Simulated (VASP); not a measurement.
Wanted: the native input for a VASP 6.6.1 run.

| Item | Value |
| --- | --- |
| Task | relaxation of cell and atoms |
| Functional | r2SCAN |
| Potentials or basis | VASP PAW PBE potentials, release 64 (Ti_sv, Co) |
| Cutoff | 600 eV |
| k mesh | 1 × 1 × 1 |
| Occupations | gaussian, width 0.1 eV |
| Spin | collinear spin, ferrimagnetic start |
| Starting moments | [-0.73, -0.73, 1.71, 1.71, 1.71, 1.71] μB |
| Dipole correction | no |
| Further INCAR settings | ALGO = Normal; EDIFF = 1e-06; IBRION = 2; EDIFFG = -0.01; NSW = 80; ISIF = 3 |

The system is TiCo2.

```xyz
6
Lattice="0.0000 3.3520 3.3520 3.3520 0.0000 3.3520 3.3520 3.3520 0.0000" Properties=species:S:1:pos:R:3 pbc="T T T"
Ti    3.3520    3.3520    3.3520
Ti    5.0280    5.0280    5.0280
Co    0.8380    0.8380    0.8380
Co    0.8380    2.5140    2.5140
Co    2.5140    2.5140    0.8380
Co    2.5140    0.8380    2.5140
```

One way to write it, as run:

POSCAR

```
TiCo2
1.0
    0.0000000000      3.3520000000      3.3520000000
    3.3520000000      0.0000000000      3.3520000000
    3.3520000000      3.3520000000      0.0000000000
Ti Co
2 4
Direct
    0.5000000000      0.5000000000      0.5000000000
    0.7500000000      0.7500000000      0.7500000000
    0.1250000000      0.1250000000      0.1250000000
    0.6250000000      0.1250000000      0.1250000000
    0.1250000000      0.1250000000      0.6250000000
    0.1250000000      0.6250000000      0.1250000000
```

INCAR.step1

```
PREC = Accurate
ENCUT = 600
ISMEAR = 0
SIGMA = 0.1
LREAL = False
LASPH = True
NELM = 150
ISPIN = 2
MAGMOM = -0.73 -0.73 1.71 1.71 1.71 1.71
LMAXMIX = 4
GGA = PE
ALGO = Normal
EDIFF = 1E-4
LWAVE = True
LCHARG = False
```

INCAR.step2

```
PREC = Accurate
ENCUT = 600
EDIFF = 1E-6
ISMEAR = 0
SIGMA = 0.1
LREAL = False
LASPH = True
NELM = 150
ALGO = Normal
ISIF = 3
LWAVE = False
LCHARG = False
ISPIN = 2
MAGMOM = -0.73 -0.73 1.71 1.71 1.71 1.71
LORBIT = 11
LMAXMIX = 4
METAGGA = R2SCAN
LMIXTAU = True
IBRION = 2
NSW = 80
EDIFFG = -0.01
ISTART = 1
```

KPOINTS

```
Automatic mesh
0
Gamma
  1 1 1
```

Potentials or basis: VASP PAW PBE potentials, release 64 (Ti_sv, Co).

Command:

```bash
$ cat potpaw_PBE.64/Ti_sv/POTCAR potpaw_PBE.64/Co/POTCAR > POTCAR
$ cp INCAR.step1 INCAR
$ mpirun -np 1 vasp_gam > vasp.out
$ cp INCAR.step2 INCAR
$ mpirun -np 1 vasp_gam > vasp.out
```

It gave:

```
Relaxed volume                                        : 12.23 Å³/atom
Relaxed cell                                          : a = 4.700 Å, b = 4.700 Å, c = 4.700 Å, α = 60.00°, β = 60.00°, γ = 60.00°
Space group after relaxing (to 0.1 Å)                 : Fd-3m (No. 227)
Energy gained by relaxing                             : 5.1 meV/atom
Ionic steps                                           : 3
Pressure after relaxing                               : 0.0 GPa
Net moment                                            : -4.00 μB per cell
Site moments                                          : Ti -0.65; Co -0.33 μB
Valence electrons inside the program's atomic spheres : Ti 10.31; Co 8.50
```

Caveat: the k points lie up to 1.64 Å⁻¹ apart in the final cell; the PAW data sets were made with another functional, which shifts forces and pressure a little.

Run time: 2.7 min on 1 thread of Intel(R) Xeon(R) 6975P-C (Granite Rapids), with other jobs on the host, peak memory 0.31 GiB.
